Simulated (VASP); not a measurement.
# Co5O in VASP: a series of runs

Co5O is run at these levels: PBEsol; tasks: single point.

Program: VASP 6.6.1. These are calculated values, not measurements. Logs are shortened: lines on timing, memory, paths and dates and some standing lists are left out, and cuts for length are marked.

### Step 1. The cell of the first run

The cell holds a slab with vacuum, 6 atoms: a = 2.456 Å, b = 2.456 Å, c = 26.939 Å, α = 90.00°, β = 90.00°, γ = 120.00°.

### Step 2. Single point, PBEsol, collinear spin, ferromagnetic start

Contents of INCAR:

```
PREC = Accurate
ENCUT = 520
EDIFF = 1E-6
ISMEAR = 0
SIGMA = 0.1
LREAL = False
LASPH = True
NELM = 150
ALGO = Normal
ISIF = 2
LWAVE = False
LCHARG = False
ISPIN = 2
MAGMOM = 1.94 1.87 1.83 1.86 1.92 2
LORBIT = 11
LMAXMIX = 4
LDIPOL = True
IDIPOL = 3
DIPOL = 0.5 0.5 0.497
GGA = PS
NBANDS = 38
```

Contents of KPOINTS:

```
regular mesh
0
Gamma
  12 12 1
```

Contents of POSCAR:

```
Co5O
1.0
    2.4564223074      0.0000000000      0.0000000000
   -1.2282111537      2.1273241206      0.0000000000
    0.0000000000      0.0000000000     26.9388272200
Co O
5 1
Direct
    0.6666666667      0.3333333333      0.3155296974
    0.3333333333      0.6666666667      0.3892042783
    0.6666666667      0.3333333333      0.4632871886
    0.3333333333      0.6666666667      0.5356433047
    0.6666666667      0.3333333333      0.6107565599
    0.6666666667      0.3333333333      0.6705659556
```

Potentials or basis: VASP PAW PBE potentials, release 64 (Co, O).

Run with:

```
$ cat potpaw_PBE.64/Co/POTCAR potpaw_PBE.64/O/POTCAR > POTCAR
$ mpirun -np 1 vasp_std > vasp.out
```

OUTCAR:

```text
PREC = Accurate
   ENCUT = 520
   EDIFF = 1E-6
   ISMEAR = 0
   LREAL = False
   LASPH = True
   NELM = 150
   ISIF = 2
   ISPIN = 2
   LORBIT = 11
   GGA = PS

 ion  position               nearest neighbor table
   1  0.667  0.333  0.316-   2 2.44   2 2.44   2 2.44
   2  0.333  0.667  0.389-   1 2.44   1 2.44   1 2.44   3 2.45   3 2.45   3 2.45
   3  0.667  0.333  0.463-   4 2.41   4 2.41   4 2.41   2 2.45   2 2.45   2 2.45
   4  0.333  0.667  0.536-   3 2.41   3 2.41   3 2.41   5 2.47   5 2.47   5 2.47
   5  0.667  0.333  0.611-   6 1.61   4 2.47   4 2.47   4 2.47
   6  0.667  0.333  0.671-   5 1.61

  LATTYP: Found a hexagonal cell.
 ALAT       =     2.4564223074
 C/A-ratio  =    10.9666921436

  Lattice vectors:

 A1 = (   2.4564223074,   0.0000000000,   0.0000000000)
 A2 = (  -1.2282111537,   2.1273241206,   0.0000000000)
 A3 = (   0.0000000000,   0.0000000000,  26.9388272200)

Analysis of symmetry for initial positions (statically):
=====================================================================
 Subroutine PRICEL returns:
 Original cell was already a primitive cell.

 Routine SETGRP: Setting up the symmetry group for a
 hexagonal supercell.

 Subroutine GETGRP returns: Found  6 space group operations
 (whereof  6 operations were pure point group operations)
 out of a pool of 24 trial point group operations.

The static configuration has the point symmetry C_3v.

Analysis of symmetry for dynamics (positions and initial velocities):
=====================================================================
 Subroutine PRICEL returns:
 Original cell was already a primitive cell.

 Routine SETGRP: Setting up the symmetry group for a
 hexagonal supercell.

 Subroutine GETGRP returns: Found  6 space group operations
 (whereof  6 operations were pure point group operations)
 out of a pool of 24 trial point group operations.

The dynamic configuration has the point symmetry C_3v.

Analysis of structural, dynamic, and magnetic symmetry:
=====================================================================
 Subroutine PRICEL returns:
 Original cell was already a primitive cell.

 Routine SETGRP: Setting up the symmetry group for a
 hexagonal supercell.

 Subroutine GETGRP returns: Found  6 space group operations
 (whereof  6 operations were pure point group operations)
 out of a pool of 24 trial point group operations.

The overall configuration has the point symmetry C_3v.

 Subroutine INISYM returns: Found  6 space group operations
 (whereof  6 operations are pure point group operations),
 and found     1 'primitive' translations

----------------------------------------------------------------------------------------

                                     Primitive cell

  volume of cell :     140.7717

  direct lattice vectors                    reciprocal lattice vectors
     2.456422307  0.000000000  0.000000000     0.407096124  0.235037057  0.000000000
    -1.228211154  2.127324121  0.000000000     0.000000000  0.470074113  0.000000000
     0.000000000  0.000000000 26.938827220     0.000000000  0.000000000  0.037121141

  length of vectors
     2.456422307  2.456422307 26.938827220     0.470074113  0.470074113  0.037121141

  position of ions in fractional coordinates (direct lattice)
     0.666666667  0.333333333  0.315529697
     0.333333333  0.666666667  0.389204278
     0.666666667  0.333333333  0.463287189
     0.333333333  0.666666667  0.535643305
     0.666666667  0.333333333  0.610756560
     0.666666667  0.333333333  0.670565956

  ion indices of the primitive-cell ions
   primitive index   ion index
                 1           1
                 2           2
                 3           3
                 4           4
                 5           5
                 6           6

----------------------------------------------------------------------------------------

 KPOINTS: regular mesh

Automatic generation of k-mesh.
 Grid dimensions read from file:
 generate k-points for:   12   12    1

 Generating k-lattice:
[... 40 lines left out ...]
   total plane-waves  NPLWV =  64800
   dimension x,y,z NGX =    18 NGY =   18 NGZ =  200
   dimension x,y,z NGXF=    36 NGYF=   36 NGZF=  400
   ions per type =               5   1
   NGX,Y,Z   is equivalent  to a cutoff of  12.18, 12.18, 12.34 a.u.
   NGXF,Y,Z  is equivalent  to a cutoff of  24.36, 24.36, 24.68 a.u.
 SYSTEM =  unknown system
   PREC   = accura    normal or accurate (medium, high low for compatibility)
   ISTART =      0    job   : 0-new  1-cont  2-samecut
   ICHARG =      2    charge: 1-file 2-atom 10-const
   ISPIN  =      2    spin polarized calculation?
   LNONCOLLINEAR =      F non collinear calculations
   LSORBIT =      F    spin-orbit coupling
   LASPH  =      T    aspherical Exc in radial PAW
   ENCUT  =  520.0 eV  38.22 Ry    6.18 a.u.   4.57  4.57 50.09*2*pi/ulx,y,z
   NELM   =    150;   NELMIN=  2; NELMDL= -5     # of ELM steps
   EDIFF  = 0.1E-05   stopping-criterion for ELM
   LREAL  =      F    real-space projection
   EDIFFG = 0.1E-04   stopping-criterion for IOM
   NSW    =      0    number of steps for IOM
   IBRION =     -1    ionic relax: 0-MD 1-quasi-New 2-CG
   NFREE  =      0    steps in history (QN), initial steepest desc. (CG)
   ISIF   =      2    stress and relaxation
   ISYM   =      2    0-nonsym 1-usesym 2-fastsym
   POTIM  = 0.5000    time-step for ionic-motion
   TEBEG  =    0.0;   TEEND  =   0.0 temperature during run
   PSTRESS=    0.0 pullay stress
   NELECT =      51.0000    total number of electrons
   NUPDOWN=      -1.0000    fix difference up-down
   EMIN   =  10.00;   EMAX   =-10.00  energy-range for DOS
   EFERMI =   0.00;   METHOD = LEGACY
   ISMEAR =     0;   SIGMA  =   0.10  broadening in eV -4-tet -1-fermi 0-gaus
   EFERMI_NEDOS =   21; number of points for ismear=-14 and -15
   IALGO  =     38    algorithm
   IMIX   =      4    mixing-type and parameters
     AMIX     =   0.40;   BMIX     =  1.00
     AMIX_MAG =   1.60;   BMIX_MAG =  1.00
  volume/ion in A,a.u.               =      23.46       158.33
  Fermi-wavevector in a.u.,A,eV,Ry     =   1.167060  2.205423 18.531523  1.362028
  Thomas-Fermi vector in A             =   2.303565
   LORBIT       =     11    0 simple, 1 ext, 2 COOP (PROOUT), +10 PAW based schemes
   GGA     = PS    functional components
   LHFCALC =     F    Hartree Fock is set to
   AEXX    =    0.0000 exact exchange contribution
   IVDW    =     0    specifies the selected vdW correction
   LEPSILON=     F    determine dielectric tensor
   LRPA    =     F    only Hartree local field effects (RPA)
 spin polarized calculation
 Gauss-broadening in eV      SIGMA  =   0.10
  energy-cutoff  :      520.00
  volume of cell :      140.77
 maximum number of plane-waves:      3849
   NGX =  9   NGY =  9   NGZ =101

 number of electron      50.9999976 magnetization      10.0877933

 dipolmoment           0.000000      0.000000     -0.004182 electrons x Angstroem

 number of electron      50.9999974 magnetization       6.3381169

 dipolmoment           0.000000      0.000000      0.080403 electrons x Angstroem

 Free energy of the ion-electron system (eV)
  ---------------------------------------------------
  ext. energy  EPLUGINS =         0.00000000
  ---------------------------------------------------
  free energy    TOTEN  =       -42.47799287 eV

  energy without entropy =      -42.44654219  energy(sigma->0) =      -42.46226753

 E-fermi :   0.3517     XC(G=0):  -6.4030

 val. band max:        0.3430070229   @ k =   0.2500  -0.0000   0.0000
 cond. band min:       0.3567780591   @ k =   0.4167   0.1667   0.0000
 fundamental gap:      0.0137710363
 Fermi energy:         0.3517416130

 spin component 1

 k-point     1 :       0.0000    0.0000    0.0000
  band No.  band energies     occupation
      1     -18.8304      1.00000
      2      -8.5846      1.00000
      3      -7.6009      1.00000
      4      -6.2716      1.00000
      5      -5.2812      1.00000
      6      -5.1060      1.00000
[... 749 lines left out ...]
     36       7.3226      0.00000
     37       8.0552      0.00000
 Fermi energy:         0.3517416130

 spin component 2

 k-point     1 :       0.0000    0.0000    0.0000
  band No.  band energies     occupation
      1     -19.1613      1.00000
      2      -8.5200      1.00000
      3      -7.5449      1.00000
      4      -6.1540      1.00000
      5      -5.0430      1.00000
      6      -4.7979      1.00000
[... 749 lines left out ...]
     36       7.5753      0.00000
     37       8.5986      0.00000
 [bands above 37 left out]

------------------------ aborting loop because EDIFF is reached ----------------------------------------

 vacuum level on the upper side and lower side of the slab       (xc-potential included)         1.026        -1.678

  FORCE on cell =-STRESS in cart. coord.  units (eV):
  Direction    XX          YY          ZZ          XY          YZ          ZX
  --------------------------------------------------------------------------------------
  -------------------------------------------------------------------------------------
  Total       -1.2650372     -1.2650372     -0.4975118      0.0000000      0.0000000      0.0000000
  in kB      -14.3978786    -14.3978786     -5.6623748      0.0000000      0.0000000      0.0000000
  external PRESSURE =     -11.4860440 kB  Pullay stress =       0.0000000 kB

 VOLUME and BASIS-vectors are now :
 -----------------------------------------------------------------------------
  energy-cutoff  :      520.00
  volume of cell :      140.77
      direct lattice vectors                 reciprocal lattice vectors
     2.456422307  0.000000000  0.000000000     0.407096124  0.235037057  0.000000000
    -1.228211154  2.127324121  0.000000000     0.000000000  0.470074113  0.000000000
     0.000000000  0.000000000 26.938827220     0.000000000  0.000000000  0.037121141

 POSITION                                       TOTAL-FORCE (eV/Angst)
 -----------------------------------------------------------------------------------
      1.22821      0.70911      8.50000         0.000000      0.000000      0.403654
     -0.00000      1.41822     10.48471        -0.000000     -0.000000     -0.378268
      1.22821      0.70911     12.48041         0.000000     -0.000000      0.008172
     -0.00000      1.41822     14.42960        -0.000000     -0.000000     -0.013846
      1.22821      0.70911     16.45307        -0.000000      0.000000     -0.317761
      1.22821      0.70911     18.06426        -0.000000     -0.000000      0.298048
 -----------------------------------------------------------------------------------
    total drift:                               -0.000000      0.000000      0.000023

  FREE ENERGIE OF THE ION-ELECTRON SYSTEM (eV)
  ---------------------------------------------------
  free  energy   TOTEN  =       -42.4779928750 eV

  energy  without entropy=      -42.4465421878  energy(sigma->0) =      -42.46226753

 vacuum level on the upper side and lower side of the slab         7.997         5.256

 total charge

# of ion       s       p       d       tot
------------------------------------------
    1        0.494   0.429   7.251   8.174
    2        0.502   0.558   7.292   8.353
    3        0.512   0.572   7.292   8.376
    4        0.509   0.570   7.299   8.378
    5        0.551   0.687   7.394   8.632
    6        1.626   3.149   0.000   4.776
--------------------------------------------------
tot          4.194   5.966  36.528  46.688

 magnetization (x)

# of ion       s       p       d       tot
------------------------------------------
    1       -0.013  -0.037   1.726   1.676
    2       -0.017  -0.051   1.667   1.599
    3       -0.012  -0.047   1.628   1.570
    4       -0.012  -0.042   1.496   1.443
    5       -0.006  -0.023   0.339   0.310
    6       -0.002  -0.198   0.000  -0.200
--------------------------------------------------
tot         -0.061  -0.398   6.856   6.398
```

It took 8.4 min on 1 thread of Intel Xeon 6975P-C (Granite Rapids), shared host; peak memory 0.37 GiB.

What came out:

```
Free energy                                           : -42.4780 eV
Largest force                                         : 0.404 eV/Å
Net moment                                            : 6.34 μB per cell
Site moments                                          : Co +1.68, +1.60, +1.57, +1.44, +0.31; O -0.20 μB
Valence electrons inside the program's atomic spheres : Co 8.17, 8.35, 8.38, 8.63 (each value once); O 4.78
```

Forces in eV/Å, atoms in the order of the input:
```
Co   0.000  0.000  0.404
Co   0.000  0.000 -0.378
Co   0.000  0.000  0.008
Co   0.000  0.000 -0.014
Co   0.000  0.000 -0.318
O    0.000  0.000  0.298
```

Levels at points of the mesh, in eV from the Fermi level:
Spin up:
```csv
k point,band 26,band 27,band 28,band 29,band 30,band 31
"(0.00, 0.00, 0.00)",-1.26,-1.26,-0.92,-0.92,-0.76,-0.76
"(0.50, 0.00, 0.00)",-0.38,0.01,0.50,0.51,1.21,1.68
```
Spin down:
```
           k point  band 20  band 21  band 22  band 23  band 24  band 25
(0.00, 0.00, 0.00)    -0.89    -0.89    -0.75    -0.75    -0.03    -0.02
(0.50, 0.00, 0.00)     0.12     0.46     0.64     0.88     0.94     1.12
```

Caveat: the PAW data sets were made with another functional, which shifts forces and pressure a little. With open d or f shells a metallic result of PBEsol can be an artefact of self-interaction; +U or a hybrid may open a gap.

### Step 3. Single point, PBEsol, collinear spin, ferromagnetic start

Contents of INCAR:

```
  PREC = Accurate
  ENCUT = 520
  EDIFF = 1E-7
  ISMEAR = 0
  SIGMA = 0.1
  LREAL = False
  LASPH = True
  NELM = 150
  ALGO = Normal
  ISIF = 2
  LWAVE = False
  LCHARG = True
  ISPIN = 2
  MAGMOM = 1.94 1.87 1.83 1.86 1.92 2
  LORBIT = 11
  LMAXMIX = 4
  LDIPOL = True
  IDIPOL = 3
  DIPOL = 0.5 0.5 0.496
  GGA = PS
  LELF = True
  LVHAR = True
  LVACPOTAV = True
  NBANDS = 38
```

Contents of KPOINTS:

```
Automatic mesh
0
Gamma
  12 12 1
```

Contents of POSCAR:

```
Co5O
1.0
    2.4564223074      0.0000000000      0.0000000000
   -1.2282111537      2.1273241206      0.0000000000
    0.0000000000      0.0000000000     26.9388272200
Co O
5 1
Direct
    0.6666666667      0.3333333333      0.3155296974
    0.3333333333      0.6666666667      0.3892042783
    0.6666666667      0.3333333333      0.4641423788
    0.3333333333      0.6666666667      0.5365820296
    0.6666666667      0.3333333333      0.6155716209
    0.0000000000      0.0000000000      0.6544154298
```

Potentials or basis: VASP PAW PBE potentials, release 64 (Co, O).

Run with:

```
$ cat potpaw_PBE.64/Co/POTCAR potpaw_PBE.64/O/POTCAR > POTCAR
$ mpirun -np 1 vasp_std > vasp.out
```

Run time: 8.9 min. Hardware: 1 thread of Intel Xeon 6975P-C (Granite Rapids), shared host; peak memory 0.38 GiB.

The run converged. Its results:

```
Free energy                                           : -44.0646 eV
Largest force                                         : 0.430 eV/Å
Net moment                                            : 6.73 μB per cell
Site moments                                          : Co +1.73, +1.66, +1.57, +1.65, +0.15; O -0.01 μB
Valence electrons inside the program's atomic spheres : Co 8.17, 8.34, 8.37, 8.32, 8.84; O 4.97
```

Forces in eV/Å, atoms in the order of the input:
```
Co   0.000  0.000  0.430
Co   0.000  0.000 -0.395
Co   0.000  0.000  0.003
Co   0.000  0.000 -0.021
Co   0.000  0.000 -0.121
O    0.000  0.000  0.104
```

Levels at points of the mesh, in eV from the Fermi level:
Spin up:
```tsv
k point	band 27	band 28	band 29	band 30	band 31	band 32
(0.00, 0.00, 0.00)	-1.10	-1.01	-1.01	-0.85	-0.85	-0.24
(0.50, 0.00, 0.00)	-0.46	-0.45	1.04	1.18	1.26	2.38
```
Spin down:
| k point | band 18 | band 19 | band 20 | band 21 | band 22 | band 23 | band 24 | band 25 | band 26 | band 27 |
| --- | --- | --- | --- | --- | --- | --- | --- | --- | --- | --- |
| (0.00, 0.00, 0.00) | -1.05 | -0.86 | -0.86 | -0.85 | -0.75 | -0.75 | -0.06 | 0.04 | 0.04 | 0.46 |
| (0.50, 0.00, 0.00) | -0.52 | -0.46 | -0.38 | 0.37 | 0.41 | 0.95 | 1.07 | 1.24 | 1.31 | 1.33 |

Caveat: the PAW data sets were made with another functional, which shifts forces and pressure a little. With open d or f shells a metallic result of PBEsol can be an artefact of self-interaction; +U or a hybrid may open a gap.
